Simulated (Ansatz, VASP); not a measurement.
## One calculation of SrTiO3, two programs

Contents of INCAR:

```
SYSTEM = SrTiO3
ALGO = Normal
EDIFF = 1E-6
ENCUT = 520
GGA = PE
ISIF = 2
ISMEAR = 0
LASPH = .TRUE.
LCHARG = .FALSE.
LREAL = .FALSE.
LWAVE = .FALSE.
NBANDS = 28
NELM = 80
PREC = Accurate
SIGMA = 0.05
```

The input KPOINTS:

```
k-points
0
G
  8 8 8
  0 0 0
```

The input POSCAR:

```
SrTiO3
1.0
    3.9364094381      0.0000000000      0.0000000000
    0.0000000000      3.9364094381      0.0000000000
    0.0000000000      0.0000000000      3.9364094381
Sr Ti O
1 1 3
Direct
    0.0006835254      0.0000000000      0.0000000000
    0.5032269229      0.5000000000      0.5000000000
   -0.0048775414      0.5000000000      0.5000000000
    0.4957398015      0.0000000000      0.5000000000
    0.4957398015      0.5000000000      0.0000000000
```

Input for Ansatz:

```yaml
crystal:
  lattice:
    - [3.9364094381, 0.0, 0.0]
    - [0.0, 3.9364094381, 0.0]
    - [0.0, 0.0, 3.9364094381]
  atoms:
    - { symbol: Sr, position: [0.0006835254, 0.0, 0.0] }
    - { symbol: Ti, position: [0.5032269229, 0.5, 0.5] }
    - { symbol: O, position: [-0.0048775414, 0.5, 0.5] }
    - { symbol: O, position: [0.4957398015, 0.0, 0.5] }
    - { symbol: O, position: [0.4957398015, 0.5, 0.0] }
basis:
  ecutwfc: 520.0
kpoints:
  mp_grid: { grid: [8, 8, 8] }
hamiltonian:
  xc: pbe
  pseudopotentials: { kind: paw, azcp: { folder: soft_1 } }
scf:
  occupations: { method: gaussian, width: 0.05 }
output:
  forces: true
  stress: true
  eigenvalues: true
```

Change from the starting cell: mode 1 frozen in at -0.019 Å and mode 7 at +0.000 Å (largest displacements).

Alike in both runs: task single point; functional PBE; k mesh 8 × 8 × 8; occupations gaussian, width 0.05 eV; no spin polarisation.

|  | VASP | Ansatz |
| --- | --- | --- |
| version | VASP 6.6.1 | Ansatz 0.2.0 |
| potentials or method | VASP PAW PBE potentials, release 64 (Sr_sv, Ti_sv, O), cutoff 520 eV | scalar-relativistic, plane waves, PAW |
| valence electrons in the cell | 40 | 40 |

|  | VASP | Ansatz | Ansatz less VASP |
| --- | --- | --- | --- |
| gap on the k mesh at the Fermi level (eV) | 1.81 | 1.85 | +0.035 |
| least direct gap on the mesh (eV) | 2.20 | 2.21 | +0.019 |
| pressure (GPa) | 0.7 | 0.1 | -0.66 |
| traceless stress, the component that is largest in VASP (GPa) | 0.11 | 0.11 | -0.005 |
| rms of the force components (eV/Å) | 0.010 | 0.013 | +0.0031 |

Atom by atom the forces differ by 0.005 eV/Å (rms over components). With one functional, cell and mesh, what is left measures potentials, basis and numerics.
